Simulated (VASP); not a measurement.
# P (Cmce) in VASP: further runs, part 3 of 3

VASP 6.6.1.

### Step 5. Single point, revPBE+D4

This run uses another cell than the first one, of 15.83 Å³/atom, 0.774 times its volume.

File INCAR:

```
SYSTEM = P
ALGO = Normal ; EDIFF = 1E-6
ENCUT = 520 ; GGA = RE
ISIF = 2 ; ISMEAR = -1
IVDW = 13 ; LASPH = .TRUE.
LCHARG = .FALSE. ; LREAL = .FALSE.
LWAVE = .FALSE. ; NBANDS = 18
NELM = 80 ; PREC = Accurate
SIGMA = 0.05
```

File KPOINTS:

```
k-points
0
G
  8 8 6
  0 0 0
```

File POSCAR:

```
P
1.0
    1.6729032923     -4.9627188033      0.0000000000
    1.6729032923      4.9627188033      0.0000000000
    0.0000000000      0.0000000000      3.8123984971
P
4
Direct
    0.8890732745      0.1109267255      0.5558171708
    0.1109267255      0.8890732745      0.4441828292
    0.6109267255      0.3890732745      0.0558171708
    0.3890732745      0.6109267255      0.9441828292
```

Potentials or basis: VASP PAW PBE potentials, release 64 (P).

The run is started by

```bash
$ cat potpaw_PBE.64/P/POTCAR > POTCAR
$ mpirun -np 1 vasp_std > vasp.out
```

OUTCAR:

```text
SYSTEM = P
   EDIFF = 1E-6
   ENCUT = 520
   GGA = RE
   ISIF = 2
   ISMEAR = -1
   IVDW = 13
   LASPH = .TRUE.
   LREAL = .FALSE.
   NELM = 80
   PREC = Accurate

 ion  position               nearest neighbor table
   1  0.889  0.111  0.556-   4 2.23   4 2.23   2 2.24   4 2.87   4 2.87
   2  0.111  0.889  0.444-   3 2.23   3 2.23   1 2.24   3 2.87   3 2.87
   3  0.611  0.389  0.056-   2 2.23   2 2.23   4 2.24   2 2.87   2 2.87
   4  0.389  0.611  0.944-   1 2.23   1 2.23   3 2.24   1 2.87   1 2.87

  LATTYP: Found a base centered orthorhombic cell.
 ALAT       =     3.3458065846
 B/A-ratio  =     2.9665305975
 C/A-ratio  =     1.1394557338

  Lattice vectors:

 A1 = (   1.6729032923,  -4.9627188033,   0.0000000000)
 A2 = (   1.6729032923,   4.9627188033,   0.0000000000)
 A3 = (   0.0000000000,   0.0000000000,   3.8123984971)

Analysis of symmetry for initial positions (statically):
=====================================================================
 Subroutine PRICEL returns:
 Original cell was already a primitive cell.

 Routine SETGRP: Setting up the symmetry group for a
 base centered orthorhombic supercell.

 Subroutine GETGRP returns: Found  8 space group operations
 (whereof  4 operations were pure point group operations)
 out of a pool of  8 trial point group operations.

The static configuration has the point symmetry C_2h.
 The point group associated with its full space group is D_2h.

Analysis of symmetry for dynamics (positions and initial velocities):
=====================================================================
 Subroutine PRICEL returns:
 Original cell was already a primitive cell.

 Routine SETGRP: Setting up the symmetry group for a
 base centered orthorhombic supercell.

 Subroutine GETGRP returns: Found  8 space group operations
 (whereof  4 operations were pure point group operations)
 out of a pool of  8 trial point group operations.

The dynamic configuration has the point symmetry C_2h.
 The point group associated with its full space group is D_2h.

 Subroutine INISYM returns: Found  8 space group operations
[... 123 lines left out ...]
  Fermi-wavevector in a.u.,A,eV,Ry     =   1.115009  2.107062 16.915391  1.243246
  Thomas-Fermi vector in A             =   2.251610
   LORBIT       =      0    0 simple, 1 ext, 2 COOP (PROOUT), +10 PAW based schemes
   GGA     = RE    functional components
   LHFCALC =     F    Hartree Fock is set to
   AEXX    =    0.0000 exact exchange contribution
   IVDW    =    13    specifies the selected vdW correction
   LEPSILON=     F    determine dielectric tensor
   LRPA    =     F    only Hartree local field effects (RPA)
 non-spin polarized calculation
  energy-cutoff  :      520.00
  volume of cell :       63.30
 maximum number of plane-waves:      1724
   NGX = 19   NGY = 19   NGZ = 15

 number of electron      19.9999999 magnetization

 Free energy of the ion-electron system (eV)
  ---------------------------------------------------
  ext. energy  EPLUGINS =         0.00000000
  ---------------------------------------------------
  free energy    TOTEN  =       -19.83433672 eV

  energy without entropy =      -19.82936704  energy(sigma->0) =      -19.83185188

 E-fermi :   8.7892     XC(G=0): -10.8035

 val. band max:        8.7731104339   @ k =   0.3750   0.3750   0.1667
 cond. band min:       8.8556961122   @ k =   0.5000   0.5000   0.0000
 fundamental gap:      0.0825856783
 Fermi energy:         8.7892214826

 k-point     1 :       0.0000    0.0000    0.0000
  band No.  band energies     occupation
      1      -7.7304      2.00000
      2      -3.8210      2.00000
      3       0.3468      2.00000
      4       0.7954      2.00000
      5       3.2517      2.00000
      6       4.3084      2.00000
[... 481 lines left out ...]
      5       2.0039      2.00000
      6       2.4964      2.00000
[... 10 lines left out ...]
     17      14.3618      0.00000
     18      15.6456      0.00000

 [... further k-points ...]

------------------------ aborting loop because EDIFF is reached ----------------------------------------

  DFT-D4 for vdW energy calculation

  Edisp (eV):   -3.64383

  FORCE on cell =-STRESS in cart. coord.  units (eV):
  Direction    XX          YY          ZZ          XY          YZ          ZX
  --------------------------------------------------------------------------------------
  -------------------------------------------------------------------------------------
  Total      -0.22025    -0.26398    -0.21995     0.00000     0.00000     0.00000
  in kB      -5.57458    -6.68127    -5.56681     0.00000     0.00000     0.00000
  external pressure =       -5.94 kB  Pullay stress =        0.00 kB

 VOLUME and BASIS-vectors are now :
 -----------------------------------------------------------------------------
  energy-cutoff  :      520.00
  volume of cell :       63.30
      direct lattice vectors                 reciprocal lattice vectors
     1.672903292 -4.962718803  0.000000000     0.298881592 -0.100751225  0.000000000
     1.672903292  4.962718803  0.000000000     0.298881592  0.100751225  0.000000000
     0.000000000  0.000000000  3.812398497     0.000000000  0.000000000  0.262302065

 POSITION                                       TOTAL-FORCE (eV/Angst)
 -----------------------------------------------------------------------------------
      1.67290     -3.86172      2.11900         0.000000     -0.055877      0.066329
      1.67290      3.86172      1.69340         0.000000      0.055877     -0.066329
      1.67290     -1.10100      0.21280         0.000000      0.055877      0.066329
      1.67290      1.10100      3.59960         0.000000     -0.055877     -0.066329
 -----------------------------------------------------------------------------------
    total drift:                                0.000000     -0.000000     -0.000000

  FREE ENERGIE OF THE ION-ELECTRON SYSTEM (eV)
  ---------------------------------------------------
  free  energy   TOTEN  =       -23.4781640458 eV

  energy  without entropy=      -23.4731943581  energy(sigma->0) =      -23.47567920
```

OSZICAR:

```text
N       E                     dE             d eps       ncg     rms          rms(c)
DAV:   1     0.585289044248E+02    0.58529E+02   -0.86910E+03  3024   0.969E+02
DAV:   2    -0.165418665060E+02   -0.75071E+02   -0.72287E+02  4018   0.159E+02
DAV:   3    -0.198957123393E+02   -0.33538E+01   -0.33197E+01  4064   0.323E+01
DAV:   4    -0.199252144787E+02   -0.29502E-01   -0.29477E-01  3912   0.364E+00
DAV:   5    -0.199255468867E+02   -0.33241E-03   -0.33236E-03  3898   0.375E-01    0.116E+01
DAV:   6    -0.198586315408E+02    0.66915E-01   -0.44562E-02  3602   0.127E+00    0.683E+00
DAV:   7    -0.198345034354E+02    0.24128E-01   -0.74663E-02  3820   0.160E+00    0.305E-01
DAV:   8    -0.198342513362E+02    0.25210E-03   -0.11041E-02  3358   0.625E-01    0.217E-01
DAV:   9    -0.198342987322E+02   -0.47396E-04   -0.61218E-04  3872   0.142E-01    0.124E-01
DAV:  10    -0.198343200337E+02   -0.21301E-04   -0.83622E-05  3724   0.527E-02    0.567E-02
DAV:  11    -0.198343361607E+02   -0.16127E-04   -0.25778E-05  3458   0.333E-02    0.102E-02
DAV:  12    -0.198343367247E+02   -0.56397E-06   -0.97420E-07  2392   0.615E-03
   1 F= -.23478164E+02 E0= -.23475679E+02  d E =-.496969E-02
```

Wall time 52 s (1 thread of Intel Xeon Platinum 8488C (Sapphire Rapids), shared host); peak memory 0.22 GiB.

Results:

```
Free energy                : -23.4782 eV
Pressure                   : -0.6 GPa
Largest force              : 0.087 eV/Å
Band gap on the k mesh     : zero (band 10 reaches 9.06 eV, above the bottom of band 11 at 8.40 eV)
Dispersion energy per atom : -0.911 eV
```

Forces on the atoms (eV/Å):
```
P    0.000 -0.056  0.066
P    0.000  0.056 -0.066
P    0.000  0.056  0.066
P    0.000 -0.056 -0.066
```

Levels at points of the mesh, in eV from the Fermi level:
```csv
k point,band 8,band 9,band 10,band 11,band 12,band 13
"(0.00, 0.00, 0.00)",-3.12,-2.84,-1.20,1.31,1.78,1.85
"(0.50, 0.00, 0.00)",-2.92,-2.53,-2.53,0.38,0.38,1.38
"(0.50, 0.50, 0.00)",-2.48,-2.28,-1.11,0.07,0.96,2.68
"(0.00, 0.00, 0.50)",-3.09,-0.46,-0.46,1.28,1.28,1.37
"(0.50, 0.00, 0.50)",-6.19,-2.46,-2.46,1.37,1.37,6.20
"(0.50, 0.50, 0.50)",-2.41,-0.90,-0.90,0.98,0.98,2.06
```

Caveat: the PAW data sets were made with another functional, which shifts forces and pressure a little; pairwise dispersion overbinds metals, which lowers pressure and volume.

### Step 6. The runs side by side

```csv
level,cell,k mesh,smearing,gap on the mesh (eV),pressure (GPa),largest force (eV/Å)
revPBE,"a = 5.708, b = 5.708, c = 4.544 Å, angles 90.0, 90.0, 146.4°, 4 atoms",5 × 5 × 4,fermi-dirac 0.05 eV,0.49,2.9,0.28
PBE,"a = 5.708, b = 5.708, c = 4.544 Å, angles 90.0, 90.0, 146.4°, 4 atoms",6 × 6 × 4,fermi-dirac 0.04 eV,0.11,1.7,0.29
revPBE+D3(BJ),"a = 5.226, b = 5.226, c = 3.803 Å, angles 90.0, 90.0, 142.7°, 4 atoms",8 × 8 × 6,fermi-dirac 0.05 eV,none,-0.6,0.08
revPBE+D4,"a = 5.237, b = 5.237, c = 3.812 Å, angles 90.0, 90.0, 142.7°, 4 atoms",8 × 8 × 6,fermi-dirac 0.05 eV,none,-0.6,0.09
```

Alike in all rows: task single point; potentials or basis VASP PAW PBE potentials, release 64 (P); no spin polarisation; cutoff (eV) 520.

Caveats: the PAW data sets were made with another functional, which shifts forces and pressure a little (some runs); pairwise dispersion overbinds metals, which lowers pressure and volume (some runs).

Absolute energies hang on the potentials; compare differences alone.
